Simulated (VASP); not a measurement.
Here is a VASP 6.6.1 calculation.

File INCAR:

```
PREC = Accurate
ENCUT = 1000
EDIFF = 1E-6
ISMEAR = 0
SIGMA = 0.05
LREAL = False
LASPH = True
NELM = 120
ALGO = Normal
ISIF = 2
LWAVE = False
LCHARG = False
LDIPOL = True
IDIPOL = 3
DIPOL = 0.5 0.5 0.379
GGA = PE
IVDW = 12
NBANDS = 32
GGA_COMPAT = False
NELMDL = -8
```

KPOINTS

```
Automatic mesh
0
Gamma
  9 9 1
```

POSCAR

```
Si4N
1.0
    3.8155170209      0.0000000000      0.0000000000
   -1.9077585104      3.3043346686      0.0000000000
    0.0000000000      0.0000000000     28.9874813843
Si N
8 2
Direct
    0.6666666667      0.3333333333      0.1379906018
    0.3333333333      0.6666666667      0.1654736894
    0.3333333333      0.6666666667      0.2468813277
    0.6666666667      0.3333333333      0.2743644153
    0.6666666667      0.3333333333      0.3556303104
    0.3333333333      0.6666666667      0.3827070033
    0.3333333333      0.6666666667      0.4657581680
    0.6666666667      0.3333333333      0.4894347735
    1.3333333333      0.6666666667      0.6170760801
    1.3333333333      0.6666666667      0.6550234956
```

Potentials or basis: VASP PAW PBE potentials, release 64 (Si, N_h).

Launch:

```sh
$ cat potpaw_PBE.64/Si/POTCAR potpaw_PBE.64/N_h/POTCAR > POTCAR
$ mpirun -np 1 vasp_std > vasp.out
```

Problem. Estimate the dispersion energy per atom.

Solution. -0.240 eV.

Problem. What does it give for the largest force?

Solution. 0.649 eV/Å.

Problem. Estimate the band gap on the k mesh.

Solution. Zero (bands 21 and 22 overlap by 0.31 eV).

Forces on the atoms (eV/Å):
```
Si   0.000  0.000  0.482
Si   0.000  0.000 -0.649
Si   0.000  0.000  0.233
Si   0.000  0.000 -0.053
Si   0.000  0.000  0.018
Si   0.000  0.000  0.027
Si   0.000  0.000 -0.006
Si   0.000  0.000 -0.001
N    0.000  0.000 -0.479
N    0.000  0.000  0.427
```
